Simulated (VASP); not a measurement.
# Sn (I4/mmm) in VASP: further runs

Sn is run at these levels: PBEsol; tasks: single point.

Everything below comes from runs of VASP 6.6.1. Logs are shortened: lines on timing, memory, paths and dates and some standing lists are left out, and cuts for length are marked.

## (1) The cell of the first run

Symmetry: I4/mmm, No. 139, tetragonal system. Conventional cell: a = 3.789 Å, b = 3.789 Å, c = 3.714 Å, α = 90.00°, β = 90.00°, γ = 90.00°. Sn (site symmetry 4/mmm) has 14 Sn at 3.26 to 3.79 Å within 4.3 Å.

## (2) Single point, PBEsol

INCAR reads:

```
  PREC = Accurate
  ENCUT = 520
  EDIFF = 1E-6
  ISMEAR = -1
  SIGMA = 0.05
  LREAL = False
  LASPH = True
  NELM = 100
  ALGO = Fast
  ISIF = 2
  LWAVE = False
  LCHARG = False
  GGA = PS
  NBANDS = 13
```

KPOINTS reads:

```
regular mesh
0
Gamma
  8 8 8
```

POSCAR reads:

```
Sn
1.0
   -1.8946518192      1.8946518192      1.8567587828
    1.8946518192     -1.8946518192      1.8567587828
    1.8946518192      1.8946518192     -1.8567587828
Sn
1
Direct
    0.0000000000      0.0000000000      0.0000000000
```

Potentials or basis: VASP PAW PBE potentials, release 64 (Sn_d).

Launch:

```bash
$ cat potpaw_PBE.64/Sn_d/POTCAR > POTCAR
$ mpirun -np 1 vasp_std > vasp.out
```

OUTCAR:

```text
PREC = Accurate
   ENCUT = 520
   EDIFF = 1E-6
   ISMEAR = -1
   LREAL = False
   LASPH = True
   NELM = 100
   ISIF = 2
   GGA = PS

 ion  position               nearest neighbor table
   1  0.000  0.000  0.000-

  LATTYP: Found a body centered tetragonal cell.
 ALAT       =     3.7893036384
 C/A-ratio  =     0.9800000000

  Lattice vectors:

 A1 = (  -1.8946518192,   1.8946518192,   1.8567587828)
 A2 = (   1.8946518192,  -1.8946518192,   1.8567587828)
 A3 = (   1.8946518192,   1.8946518192,  -1.8567587828)

Analysis of symmetry for initial positions (statically):
=====================================================================
 Subroutine PRICEL returns:
 Original cell was already a primitive cell.

 Routine SETGRP: Setting up the symmetry group for a
 body centered tetragonal supercell.

 Subroutine GETGRP returns: Found 16 space group operations
 (whereof 16 operations were pure point group operations)
 out of a pool of 16 trial point group operations.

The static configuration has the point symmetry D_4h.

Analysis of symmetry for dynamics (positions and initial velocities):
=====================================================================
 Subroutine PRICEL returns:
 Original cell was already a primitive cell.

 Routine SETGRP: Setting up the symmetry group for a
 body centered tetragonal supercell.

 Subroutine GETGRP returns: Found 16 space group operations
 (whereof 16 operations were pure point group operations)
 out of a pool of 16 trial point group operations.

The dynamic configuration has the point symmetry D_4h.

 Subroutine INISYM returns: Found 16 space group operations
 (whereof 16 operations are pure point group operations),
 and found     1 'primitive' translations

----------------------------------------------------------------------------------------

                                     Primitive cell

  volume of cell :      26.6609

  direct lattice vectors                    reciprocal lattice vectors
    -1.894651819  1.894651819  1.856758783     0.000000000  0.263900731  0.269286460
     1.894651819 -1.894651819  1.856758783     0.263900731  0.000000000  0.269286460
     1.894651819  1.894651819 -1.856758783     0.263900731  0.263900731  0.000000000

  length of vectors
     3.259902485  3.259902485  3.259902485     0.377039512  0.377039512  0.373211993

  position of ions in fractional coordinates (direct lattice)
     0.000000000  0.000000000  0.000000000

  ion indices of the primitive-cell ions
   primitive index   ion index
                 1           1

----------------------------------------------------------------------------------------

 KPOINTS: regular mesh

Automatic generation of k-mesh.
 Grid dimensions read from file:
 generate k-points for:    8    8    8

 Generating k-lattice:

  Cartesian coordinates                     Fractional coordinates (reciprocal lattice)
     0.000000000  0.032987591  0.033660808     0.125000000  0.000000000 -0.000000000
     0.032987591  0.000000000  0.033660808     0.000000000  0.125000000 -0.000000000
     0.032987591  0.032987591  0.000000000     0.000000000  0.000000000  0.125000000

  Length of vectors
     0.047129939  0.047129939  0.046651499

  Shift w.r.t. Gamma in fractional coordinates (k-lattice)
     0.000000000  0.000000000  0.000000000

 Subroutine IBZKPT returns following result:
 ===========================================

 Found     59 irreducible k-points:

 Following reciprocal coordinates:
            Coordinates               Weight
  0.000000  0.000000  0.000000      1.000000
  0.125000  0.000000  0.000000      8.000000
  0.250000  0.000000  0.000000      8.000000
  0.375000  0.000000  0.000000      8.000000
  0.500000  0.000000  0.000000      4.000000
  0.125000  0.125000  0.000000      8.000000
[... 16 lines left out ...]
  0.250000  0.125000  0.125000     16.000000
  0.375000  0.125000  0.125000      8.000000
 [... further k-points ...]
   k-points           NKPTS =     59   k-points in BZ     NKDIM =     59   number of bands    NBANDS=     13
   number of dos      NEDOS =    301   number of ions     NIONS =      1
   total plane-waves  NPLWV =  13824
   dimension x,y,z NGX =    24 NGY =   24 NGZ =   24
   dimension x,y,z NGXF=    48 NGYF=   48 NGZF=   48
   ions per type =               1
   NGX,Y,Z   is equivalent  to a cutoff of  12.24, 12.24, 12.24 a.u.
   NGXF,Y,Z  is equivalent  to a cutoff of  24.48, 24.48, 24.48 a.u.
 SYSTEM =  unknown system
   PREC   = accura    normal or accurate (medium, high low for compatibility)
   ISTART =      0    job   : 0-new  1-cont  2-samecut
   ICHARG =      2    charge: 1-file 2-atom 10-const
   ISPIN  =      1    spin polarized calculation?
   LNONCOLLINEAR =      F non collinear calculations
   LSORBIT =      F    spin-orbit coupling
   LASPH  =      T    aspherical Exc in radial PAW
   ENCUT  =  520.0 eV  38.22 Ry    6.18 a.u.   6.06  6.06  6.06*2*pi/ulx,y,z
   NELM   =    100;   NELMIN=  2; NELMDL= -5     # of ELM steps
   EDIFF  = 0.1E-05   stopping-criterion for ELM
   LREAL  =      F    real-space projection
   EDIFFG = 0.1E-04   stopping-criterion for IOM
   NSW    =      0    number of steps for IOM
   IBRION =     -1    ionic relax: 0-MD 1-quasi-New 2-CG
   NFREE  =      0    steps in history (QN), initial steepest desc. (CG)
   ISIF   =      2    stress and relaxation
   ISYM   =      2    0-nonsym 1-usesym 2-fastsym
   POTIM  = 0.5000    time-step for ionic-motion
   TEBEG  =    0.0;   TEEND  =   0.0 temperature during run
   PSTRESS=    0.0 pullay stress
   NELECT =      14.0000    total number of electrons
   NUPDOWN=      -1.0000    fix difference up-down
   EMIN   =  10.00;   EMAX   =-10.00  energy-range for DOS
   EFERMI =   0.00;   METHOD = LEGACY
   ISMEAR =    -1;   SIGMA  =   0.05  broadening in eV -4-tet -1-fermi 0-gaus
   EFERMI_NEDOS =   21; number of points for ismear=-14 and -15
   IALGO  =     68    algorithm
   IMIX   =      4    mixing-type and parameters
     AMIX     =   0.40;   BMIX     =  1.00
     AMIX_MAG =   1.60;   BMIX_MAG =  1.00
  volume/ion in A,a.u.               =      26.66       179.92
  Fermi-wavevector in a.u.,A,eV,Ry     =   1.320767  2.495887 23.734335  1.744424
  Thomas-Fermi vector in A             =   2.450569
   LORBIT       =      0    0 simple, 1 ext, 2 COOP (PROOUT), +10 PAW based schemes
   GGA     = PS    functional components
   LHFCALC =     F    Hartree Fock is set to
   AEXX    =    0.0000 exact exchange contribution
   IVDW    =     0    specifies the selected vdW correction
   LEPSILON=     F    determine dielectric tensor
   LRPA    =     F    only Hartree local field effects (RPA)
 non-spin polarized calculation
 RMM-DIIS sequential band-by-band and
  energy-cutoff  :      520.00
  volume of cell :       26.66
 maximum number of plane-waves:       728
   NGX = 13   NGY = 13   NGZ = 13

 number of electron      13.9999992 magnetization

 Free energy of the ion-electron system (eV)
  ---------------------------------------------------
  ext. energy  EPLUGINS =         0.00000000
  ---------------------------------------------------
  free energy    TOTEN  =        -4.21635978 eV

  energy without entropy =       -4.20792870  energy(sigma->0) =       -4.21214424

 E-fermi :   8.0787     XC(G=0): -10.5966

 val. band max:        8.0110170305   @ k =  -0.2500  -0.2500   0.1250
 cond. band min:       8.1074114634   @ k =  -0.2500   0.3750   0.1250
 fundamental gap:      0.0963944328
 Fermi energy:         8.0786555349

 k-point     1 :       0.0000    0.0000    0.0000
  band No.  band energies     occupation
      1     -13.2989      2.00000
      2     -13.2910      2.00000
      3     -13.2910      2.00000
      4     -13.1494      2.00000
      5     -13.1417      2.00000
      6      -3.0775      2.00000
      7      16.2404      0.00000
      8      16.2404      0.00000
      9      16.3863      0.00000
     10      20.2506      0.00000
     11      20.2506      0.00000
     12      20.5076      0.00000
     13      20.7873      0.00000

 k-point     2 :       0.1250    0.0000    0.0000
  band No.  band energies     occupation
      1     -13.3027      2.00000
      2     -13.2815      2.00000
      3     -13.2605      2.00000
      4     -13.1526      2.00000
      5     -13.1466      2.00000
      6      -2.7284      2.00000
      7      13.8237      0.00000
      8      15.0734      0.00000
      9      15.7930      0.00000
     10      18.4009      0.00000
     11      18.7122      0.00000
     12      20.0600      0.00000
     13      22.0574      0.00000

 k-point     3 :       0.2500    0.0000    0.0000
  band No.  band energies     occupation
      1     -13.3204      2.00000
      2     -13.2675      2.00000
      3     -13.1767      2.00000
      4     -13.1626      2.00000
      5     -13.1487      2.00000
      6      -1.6792      2.00000
      7       9.7641      0.00000
      8      13.3584      0.00000
      9      14.7114      0.00000
     10      17.1002      0.00000
     11      17.4124      0.00000
     12      20.7114      0.00000
     13      22.7688      0.00000
[... 305 lines left out ...]
 k-point    23 :       0.2500    0.1250    0.1250
  band No.  band energies     occupation
      1     -13.3095      2.00000
      2     -13.2658      2.00000
      3     -13.1576      2.00000
      4     -13.1504      2.00000
      5     -13.1118      2.00000
      6       0.6874      2.00000
      7       6.4845      2.00000
      8       9.3434      0.00000
      9      10.4169      0.00000
     10      20.6371      0.00000
     11      21.0434      0.00000
     12      23.0569      0.00000
     13      24.3190      0.00000

 k-point    24 :       0.3750    0.1250    0.1250
  band No.  band energies     occupation
      1     -13.3137      2.00000
      2     -13.2516      2.00000
      3     -13.1534      2.00000
      4     -13.1466      2.00000
      5     -13.1092      2.00000
      6       2.2567      2.00000
      7       4.4248      2.00000
      8       8.7894      0.00000
      9      10.0909      0.00000
     10      20.4515      0.00000
     11      20.8588      0.00000
     12      24.2307      0.00000
     13      25.2041      0.00000

 [... further k-points ...]
[... 5 lines left out ...]
  --------------------------------------------------------------------------------------
  -------------------------------------------------------------------------------------
  Total       -0.1206511     -0.1206511     -0.1764584      0.0000000      0.0000000      0.0000000
  in kB       -7.2504909     -7.2504909    -10.6042188      0.0000000      0.0000000      0.0000000
  external PRESSURE =      -8.3684002 kB  Pullay stress =       0.0000000 kB

 VOLUME and BASIS-vectors are now :
 -----------------------------------------------------------------------------
  energy-cutoff  :      520.00
  volume of cell :       26.66
      direct lattice vectors                 reciprocal lattice vectors
    -1.894651819  1.894651819  1.856758783     0.000000000  0.263900731  0.269286460
     1.894651819 -1.894651819  1.856758783     0.263900731  0.000000000  0.269286460
     1.894651819  1.894651819 -1.856758783     0.263900731  0.263900731  0.000000000

 POSITION                                       TOTAL-FORCE (eV/Angst)
 -----------------------------------------------------------------------------------
      0.00000      0.00000      0.00000         0.000000     -0.000000      0.000000
 -----------------------------------------------------------------------------------
    total drift:                               -0.000000      0.000000      0.000000

  FREE ENERGIE OF THE ION-ELECTRON SYSTEM (eV)
  ---------------------------------------------------
  free  energy   TOTEN  =        -4.2163597830 eV

  energy  without entropy=       -4.2079287031  energy(sigma->0) =       -4.21214424
```

Run time: 5.6 s. Hardware: 1 thread of Intel Xeon 6975P-C (Granite Rapids), shared host; peak memory 0.14 GiB.

Results:

```
Free energy            : -4.2164 eV
Pressure               : -0.8 GPa
Band gap on the k mesh : zero (band 7 reaches 16.24 eV, above the bottom of band 8 at 5.86 eV)
```

Caveat: the PAW data sets were made with another functional, which shifts forces and pressure a little; spin-orbit coupling is left out, which moves the levels of the heavy elements.

## (3) Single point, PBEsol

This run uses another cell than the first one, of 26.93 Å³/atom, 1.010 times its volume.

INCAR reads:

```
ALGO = Normal ; EDIFF = 1E-6
ENCUT = 520 ; GGA = PS
ISIF = 2 ; ISMEAR = -1
LASPH = True ; LCHARG = True
LELF = True ; LREAL = False
LVHAR = True ; LWAVE = False
NBANDS = 13 ; NELM = 80
PREC = Accurate ; SIGMA = 0.05
```

KPOINTS reads:

```
k-points
0
Gamma
  8 8 8
```

POSCAR reads:

```
Sn
1.0
   -1.8946518192      1.8946518192      1.8757053010
    1.8946518192     -1.8946518192      1.8757053010
    1.8946518192      1.8946518192     -1.8757053010
Sn
1
Direct
    0.0000000000      0.0000000000      0.0000000000
```

Potentials or basis: VASP PAW PBE potentials, release 64 (Sn_d).

Launch:

```bash
$ cat potpaw_PBE.64/Sn_d/POTCAR > POTCAR
$ mpirun -np 1 vasp_std > vasp.out
```

It took 5.3 s on 1 thread of Intel Xeon 6975P-C (Granite Rapids), shared host; peak memory 0.14 GiB.

Results (log left out):

| Property | Result |
| --- | --- |
| Free energy | -4.2140 eV |
| Pressure | -1.3 GPa |
| Band gap on the k mesh | zero (band 7 reaches 16.05 eV, above the bottom of band 8 at 5.74 eV) |

Stress tensor (GPa, compression positive):
```
-1.10  0.00  0.00
 0.00 -1.10  0.00
 0.00  0.00 -1.71
```

Levels at points of the mesh, in eV from the Fermi level:
```csv
k point,band 5,band 6,band 7,band 8,band 9,band 10
"(0.00, 0.00, 0.00)",-21.21,-11.08,8.10,8.10,8.17,12.19
"(0.50, 0.00, 0.00)",-21.13,-6.32,-4.38,3.68,5.49,8.04
"(0.50, 0.50, 0.00)",-21.13,-6.39,-4.41,3.80,5.66,8.20
"(0.50, 0.50, 0.50)",-21.15,-2.36,-0.47,-0.47,-0.27,3.88
```

Caveat: the PAW data sets were made with another functional, which shifts forces and pressure a little; spin-orbit coupling is left out, which moves the levels of the heavy elements.

## (4) Single point, PBEsol

This run uses another cell than the first one, of 27.48 Å³/atom, 1.031 times its volume.

INCAR reads:

```
PREC = Accurate
ENCUT = 520
EDIFF = 1E-7
ISMEAR = -1
SIGMA = 0.05
LREAL = F
LASPH = T
NELM = 100
ALGO = Fast
ISIF = 2
LWAVE = F
LCHARG = F
GGA = PS
NBANDS = 13
```

KPOINTS reads:

```
regular mesh
0
Gamma
  8 8 8
```

POSCAR reads:

```
Sn
1.0
   -1.8946518192      1.8946518192      1.9135983374
    1.8946518192     -1.8946518192      1.9135983374
    1.8946518192      1.8946518192     -1.9135983374
Sn
1
Direct
    0.0000000000      0.0000000000      0.0000000000
```

Launch:

```bash
$ cat potpaw_PBE.64/Sn_d/POTCAR > POTCAR
$ mpirun -np 1 vasp_std > vasp.out
```

It took 6 s on 1 thread of Intel Xeon 6975P-C (Granite Rapids), shared host; peak memory 0.14 GiB.

Results (log left out):

| Property | Result |
| --- | --- |
| Free energy | -4.2084 eV |
| Pressure | -2.1 GPa |
| Band gap on the k mesh | zero (band 7 reaches 15.61 eV, above the bottom of band 8 at 5.56 eV) |

Stress tensor (GPa, compression positive):
```
-2.28  0.00  0.00
 0.00 -2.28  0.00
 0.00  0.00 -1.62
```

Levels at points of the mesh, in eV from the Fermi level:
| k point | band 5 | band 6 | band 7 | band 8 | band 9 | band 10 |
| --- | --- | --- | --- | --- | --- | --- |
| (0.00, 0.00, 0.00) | -21.21 | -10.93 | 7.90 | 7.96 | 7.96 | 12.10 |
| (0.50, 0.00, 0.00) | -21.13 | -6.35 | -4.29 | 3.69 | 5.53 | 8.03 |
| (0.50, 0.50, 0.00) | -21.13 | -6.29 | -4.27 | 3.57 | 5.36 | 7.88 |
| (0.50, 0.50, 0.50) | -21.15 | -2.47 | -0.50 | -0.32 | -0.32 | 3.88 |

Caveat: the PAW data sets were made with another functional, which shifts forces and pressure a little; spin-orbit coupling is left out, which moves the levels of the heavy elements.

## (5) Single point, PBEsol

This run uses another cell than the first one, of 27.75 Å³/atom, 1.041 times its volume.

INCAR reads:

```
  PREC = Accurate
  ENCUT = 520
  EDIFF = 1E-7
  ISMEAR = -1
  SIGMA = 0.05
  LREAL = False
  LASPH = True
  NELM = 60
  ALGO = Fast
  ISIF = 2
  LWAVE = False
  LCHARG = True
  GGA = PS
  LELF = True
  LVHAR = True
  NBANDS = 13
```

KPOINTS reads:

```
Automatic mesh
0
Gamma
  8 8 8
```

POSCAR reads:

```
Sn
1.0
   -1.8946518192      1.8946518192      1.9325448556
    1.8946518192     -1.8946518192      1.9325448556
    1.8946518192      1.8946518192     -1.9325448556
Sn
1
Direct
    0.0000000000      0.0000000000      0.0000000000
```

Launch:

```bash
$ cat potpaw_PBE.64/Sn_d/POTCAR > POTCAR
$ mpirun -np 1 vasp_std > vasp.out
```

Wall time 13 s (1 thread of Intel Xeon 6975P-C (Granite Rapids), shared host); peak memory 0.16 GiB.

It converged, with:

* Free energy: -4.2054 eV
* Pressure: -2.4 GPa
* Band gap on the k mesh: zero (band 7 reaches 15.37 eV, above the bottom of band 8 at 5.49 eV)

Stress tensor (GPa, compression positive):
```
-2.72  0.00  0.00
 0.00 -2.72  0.00
 0.00  0.00 -1.87
```

Levels at points of the mesh, in eV from the Fermi level:
| k point | band 4 | band 5 | band 6 | band 7 | band 8 | band 9 | band 10 | band 11 |
| --- | --- | --- | --- | --- | --- | --- | --- | --- |
| (0.00, 0.00, 0.00) | -21.22 | -21.21 | -10.87 | 7.77 | 7.88 | 7.88 | 12.00 | 12.25 |
| (0.50, 0.00, 0.00) | -21.22 | -21.14 | -6.36 | -4.26 | 3.69 | 5.55 | 8.02 | 8.39 |
| (0.50, 0.50, 0.00) | -21.22 | -21.14 | -6.24 | -4.20 | 3.46 | 5.22 | 7.72 | 8.07 |
| (0.50, 0.50, 0.50) | -21.15 | -21.15 | -2.54 | -0.61 | -0.25 | -0.25 | 3.85 | 4.02 |

Caveat: the PAW data sets were made with another functional, which shifts forces and pressure a little; spin-orbit coupling is left out, which moves the levels of the heavy elements.

## (6) The runs side by side

| cell | gap on the mesh (eV) | pressure (GPa) |
| --- | --- | --- |
| a = 3.260 Å, angles 108.9, 108.9, 110.6°, 1 atom | none | -0.8 |
| a = 3.271 Å, angles 109.2, 109.2, 110.0°, 1 atom | none | -1.3 |
| a = 3.293 Å, angles 109.7, 109.7, 108.9°, 1 atom | none | -2.1 |
| a = 3.304 Å, angles 110.0, 110.0, 108.4°, 1 atom | none | -2.4 |

Alike in all rows: task single point; level PBEsol; potentials or basis VASP PAW PBE potentials, release 64 (Sn_d); no spin polarisation; k mesh 8 × 8 × 8; cutoff (eV) 520; smearing fermi-dirac 0.05 eV.

Caveats: the PAW data sets were made with another functional, which shifts forces and pressure a little; spin-orbit coupling is left out, which moves the levels of the heavy elements.

Absolute energies hang on the potentials; compare differences alone.
